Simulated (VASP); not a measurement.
Runs of VASP 6.6.1 on Mg. The structure is that of space group Fd-3m (No. 227), or close to it. The cells are those of the table. 

```csv
task,cell,cutoff (eV),gap on the mesh (eV),pressure (GPa)
single point,"a = 4.900 Å, angles 60.0°, 2 atoms",520,none,(a)
relaxation of cell and atoms,"relaxed to 5 GPa from a = 4.405 Å, angles 60.0°, 2 atoms",600,none,5.0
relaxation of cell and atoms,"relaxed to 10 GPa from a = 4.405 Å, angles 60.0°, 2 atoms",600,none,9.9
single point,"a = 3.982 Å, angles 60.0°, 2 atoms",520,none,20.1
single point,"a = 4.446 Å, angles 60.0°, 2 atoms",520,none,5.0
single point,"a = 4.233 Å, angles 60.0°, 2 atoms",520,none,10.0
relaxation of cell and atoms,"relaxed from a = 4.405 Å, angles 60.0°, 2 atoms",600,none,0.1
relaxation of cell and atoms,"relaxed to 20 GPa from a = 4.405 Å, angles 60.0°, 2 atoms",600,none,20.0
```

Alike in all rows: level PBE; potentials or basis VASP PAW PBE potentials, release 64 (Mg); no spin polarisation; k mesh 6 × 6 × 6; smearing gaussian 0.1 eV.

**Question.** Fill in the values left out.

**Answer.** (a) 0.0.

Caveats: the cell is relaxed towards a set pressure, so the enthalpy falls and the energy may rise (some runs).

A gap of «none» marks levels without a gap at the run's occupations.
